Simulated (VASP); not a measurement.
# LiH in VASP: single point with PBE

Aim: the single point of LiH with PBE.

All numbers are computed with VASP 6.6.1; they aren't measurements. Logs are shortened: lines on timing, memory, paths and dates and some standing lists are left out, and cuts for length are marked.

**1. The cell of the first run**

The cell holds a sheet with vacuum, 8 atoms: a = 5.458 Å, b = 2.793 Å, c = 29.137 Å, α = 90.00°, β = 90.00°, γ = 89.45°.

**2. Single point, PBE**

Contents of INCAR:

```
SYSTEM = LiH
PREC = Accurate
ENCUT = 650
EDIFF = 1E-6
ISMEAR = 0
SIGMA = 0.1
LREAL = .False.
LASPH = .True.
NELM = 120
ALGO = Normal
ISIF = 2
LWAVE = .False.
LCHARG = .False.
LDIPOL = .True.
IDIPOL = 3
DIPOL = 0.5 0.5 0.292
GGA = PE
NBANDS = 18
GGA_COMPAT = .False.
NELMDL = -8
```

Contents of KPOINTS:

```
Automatic mesh
0
Gamma
  4 6 1
  0 0 0
```

Contents of POSCAR:

```
LiH
1.0
    5.4576705675      0.0264275515      0.0000000000
    0.0132137757      2.7929004186      0.0000000000
    0.0000000000      0.0000000000     29.1370357600
Li H
4 4
Direct
    0.2496461032      0.0089808642      0.2601873686
    0.7658735705     -0.0571535867      0.2559819458
    0.4884221141      0.5481089398      0.3214183264
    0.0194113675      0.5434881381      0.3253033921
    0.2345609591     -0.0029808271      0.3238846625
    0.7449301573      0.0064900451      0.3280313037
   -0.0008641059      0.5053901796      0.2628998432
    0.4980198342      0.4476762470      0.2560926752
```

Potentials or basis: VASP PAW PBE potentials, release 64 (Li_sv, H).

Run with:

```console
$ cat potpaw_PBE.64/Li_sv/POTCAR potpaw_PBE.64/H/POTCAR > POTCAR
$ mpirun -np 1 vasp_std > vasp.out
```

OUTCAR:

```text
SYSTEM = LiH
   PREC = Accurate
   ENCUT = 650
   EDIFF = 1E-6
   ISMEAR = 0
   LREAL = .False.
   LASPH = .True.
   NELM = 120
   ISIF = 2
   GGA = PE
   NELMDL = -8

 ion  position               nearest neighbor table
   1  0.250  0.009  0.260-   3 2.55
   2  0.766  0.943  0.256-
   3  0.488  0.548  0.321-   1 2.55   4 2.56
   4  0.019  0.543  0.325-   5 1.74   3 2.56
   5  0.235  0.997  0.324-   4 1.74
   6  0.745  0.006  0.328-
   7  0.999  0.505  0.263-
   8  0.498  0.448  0.256-

  LATTYP: Found a simple monoclinic cell.
 ALAT       =     2.7929316769
 B/A-ratio  =    10.4324198120
 C/A-ratio  =     1.9541239039
 COS(beta)  =    -0.0095732593

  Lattice vectors:

 A1 = (   0.0132137757,   2.7929004186,   0.0000000000)
 A2 = (   0.0000000000,   0.0000000000, -29.1370357600)
 A3 = (  -5.4576705675,  -0.0264275515,   0.0000000000)

Analysis of symmetry for initial positions (statically):
=====================================================================
 Subroutine PRICEL returns:
 Original cell was already a primitive cell.

 Routine SETGRP: Setting up the symmetry group for a
 simple monoclinic supercell.

 Subroutine GETGRP returns: Found  1 space group operations
 (whereof  1 operations were pure point group operations)
 out of a pool of  4 trial point group operations.

The static configuration has the point symmetry C_1 .

Analysis of symmetry for dynamics (positions and initial velocities):
=====================================================================
 Subroutine PRICEL returns:
 Original cell was already a primitive cell.

 Routine SETGRP: Setting up the symmetry group for a
 simple monoclinic supercell.

 Subroutine GETGRP returns: Found  1 space group operations
 (whereof  1 operations were pure point group operations)
 out of a pool of  4 trial point group operations.

The dynamic configuration has the point symmetry C_1 .

 Subroutine INISYM returns: Found  1 space group operations
 (whereof  1 operations are pure point group operations),
 and found     1 'primitive' translations

[... 103 lines left out ...]
   POTIM  = 0.5000    time-step for ionic-motion
   TEBEG  =    0.0;   TEEND  =   0.0 temperature during run
   PSTRESS=    0.0 pullay stress
   NELECT =      16.0000    total number of electrons
   NUPDOWN=      -1.0000    fix difference up-down
   EMIN   =  10.00;   EMAX   =-10.00  energy-range for DOS
   EFERMI =   0.00;   METHOD = LEGACY
   ISMEAR =     0;   SIGMA  =   0.10  broadening in eV -4-tet -1-fermi 0-gaus
   EFERMI_NEDOS =   21; number of points for ismear=-14 and -15
   IALGO  =     38    algorithm
   IMIX   =      4    mixing-type and parameters
     AMIX     =   0.40;   BMIX     =  1.00
     AMIX_MAG =   1.60;   BMIX_MAG =  1.00
  volume/ion in A,a.u.               =      55.51       374.63
  Fermi-wavevector in a.u.,A,eV,Ry     =   0.540691  1.021757  3.977612  0.292346
  Thomas-Fermi vector in A             =   1.567936
   LORBIT       =      0    0 simple, 1 ext, 2 COOP (PROOUT), +10 PAW based schemes
   GGA     = PE    functional components
   LHFCALC =     F    Hartree Fock is set to
   AEXX    =    0.0000 exact exchange contribution
   IVDW    =     0    specifies the selected vdW correction
   LEPSILON=     F    determine dielectric tensor
   LRPA    =     F    only Hartree local field effects (RPA)
 non-spin polarized calculation
 Gauss-broadening in eV      SIGMA  =   0.10
  energy-cutoff  :      650.00
  volume of cell :      444.12
 maximum number of plane-waves:     16762
 NGX is ok and might be reduce to    48
   NGX = 23   NGY = 11   NGZ =121

 dipolmoment           0.000000      0.000000     -0.000000 electrons x Angstroem

 number of electron      16.0000000 magnetization

 dipolmoment           0.000000      0.000000      0.057985 electrons x Angstroem

 Free energy of the ion-electron system (eV)
  ---------------------------------------------------
  ext. energy  EPLUGINS =         0.00000000
  ---------------------------------------------------
  free energy    TOTEN  =       -23.62737853 eV

  energy without entropy =      -23.62737853  energy(sigma->0) =      -23.62737853

 E-fermi :  -2.5329     XC(G=0):  -1.6625

 val. band max:       -3.0299524435   @ k =   0.0000   0.5000   0.0000
 cond. band min:      -1.3019297392   @ k =   0.0000   0.0000   0.0000
 fundamental gap:      1.7280227042
 Fermi energy:        -2.5328550933

 k-point     1 :       0.0000    0.0000    0.0000
  band No.  band energies     occupation
      1     -48.2211      2.00000
      2     -48.0587      2.00000
      3     -47.8770      2.00000
      4     -47.7360      2.00000
      5      -8.2987      2.00000
      6      -6.1181      2.00000
[... 271 lines left out ...]
      5      -5.3884      2.00000
      6      -5.3518      2.00000
[... 10 lines left out ...]
     17       5.3429      0.00000
     18       5.6063      0.00000

------------------------ aborting loop because EDIFF is reached ----------------------------------------

 vacuum level on the upper side and lower side of the slab       (xc-potential included)         0.332        -0.345

  FORCE on cell =-STRESS in cart. coord.  units (eV):
  Direction    XX          YY          ZZ          XY          YZ          ZX
  --------------------------------------------------------------------------------------
  -------------------------------------------------------------------------------------
  Total        0.9266263     -0.3570920      0.4283837      0.0510311     -0.7020682      0.2106130
  in kB        3.3428512     -1.2882272      1.5454159      0.1840974     -2.5327465      0.7597970
  external PRESSURE =       1.2000133 kB  Pullay stress =       0.0000000 kB

 VOLUME and BASIS-vectors are now :
 -----------------------------------------------------------------------------
  energy-cutoff  :      650.00
  volume of cell :      444.12
      direct lattice vectors                 reciprocal lattice vectors
     5.457670568  0.026427552  0.000000000     0.183232553 -0.000866910  0.000000000
     0.013213776  2.792900419  0.000000000    -0.001733820  0.358058921  0.000000000
     0.000000000  0.000000000 29.137035760     0.000000000  0.000000000  0.034320581

 POSITION                                       TOTAL-FORCE (eV/Angst)
 -----------------------------------------------------------------------------------
      1.36260      0.03168      7.58109         0.000930     -0.051049     -0.116378
      4.19234      2.65352      7.45856        -0.387932      0.338763      0.413411
      2.67289      1.54372      9.36518         0.537027     -0.301962      0.231458
      0.11312      1.51842      9.47838        -0.758764     -0.319126      0.166743
      1.29333      2.79077      9.43704         0.362996      0.278439      0.106202
      4.06567      0.03781      9.55786        -0.016351      0.005750     -0.161922
      5.45963      1.43791      7.66012         0.174394     -0.194429     -0.507292
      2.72394      1.26348      7.46178         0.087699      0.243615     -0.132222
 -----------------------------------------------------------------------------------
    total drift:                                0.000124     -0.001412      0.000738

  FREE ENERGIE OF THE ION-ELECTRON SYSTEM (eV)
  ---------------------------------------------------
  free  energy   TOTEN  =       -23.6273785329 eV

  energy  without entropy=      -23.6273785329  energy(sigma->0) =      -23.62737853

 vacuum level on the upper side and lower side of the slab         0.973         0.284
```

OSZICAR:

```text
N       E                     dE             d eps       ncg     rms          rms(c)
DAV:   1     0.667149573142E+02    0.66715E+02   -0.78611E+03   568   0.750E+02
DAV:   2    -0.743148793017E+01   -0.74146E+02   -0.69441E+02   682   0.185E+02
DAV:   3    -0.214005300931E+02   -0.13969E+02   -0.13791E+02   844   0.568E+01
[... 18 lines left out ...]
DAV:  22    -0.236273164475E+02   -0.41794E-04   -0.14798E-06   612   0.507E-03    0.151E-03
DAV:  23    -0.236273663949E+02   -0.49947E-04   -0.82718E-07   506   0.301E-03    0.695E-04
DAV:  24    -0.236273702415E+02   -0.38466E-05   -0.63885E-08   512   0.126E-03    0.634E-04
DAV:  25    -0.236273780777E+02   -0.78362E-05   -0.73475E-08   438   0.121E-03    0.341E-04
DAV:  26    -0.236273785329E+02   -0.45523E-06   -0.11296E-08   524   0.549E-04
   1 F= -.23627379E+02 E0= -.23627379E+02  d E =-.436060E-13
```

It took 3.6 min on 1 thread of Intel Xeon Platinum 8559C (Emerald Rapids), shared host; peak memory 0.62 GiB.

Results:

```
Free energy            : -23.6274 eV
Largest force          : 0.840 eV/Å
Band gap on the k mesh : 1.73 eV (least direct gap 3.55 eV)
```

Forces on the atoms (eV/Å):
```
Li   0.001 -0.051 -0.116
Li  -0.388  0.339  0.413
Li   0.537 -0.302  0.231
Li  -0.759 -0.319  0.167
H    0.363  0.278  0.106
H   -0.016  0.006 -0.162
H    0.174 -0.194 -0.507
H    0.088  0.244 -0.132
```

Levels at points of the mesh, in eV from the valence-band top:
| k point | band 5 | band 6 | band 7 | band 8 | band 9 | band 10 | band 11 | band 12 |
| --- | --- | --- | --- | --- | --- | --- | --- | --- |
| (0.00, 0.00, 0.00) | -5.27 | -3.09 | -2.89 | -2.51 | 1.73 | 3.17 | 3.51 | 4.03 |
| (0.50, 0.00, 0.00) | -4.75 | -4.34 | -2.57 | -2.19 | 2.83 | 3.05 | 4.02 | 4.29 |
| (0.00, 0.50, 0.00) | -3.24 | -2.90 | -0.41 | 0.00 | 3.55 | 3.65 | 4.74 | 5.08 |
| (0.50, 0.50, 0.00) | -2.36 | -2.32 | -2.06 | -1.33 | 4.75 | 4.81 | 4.99 | 5.43 |
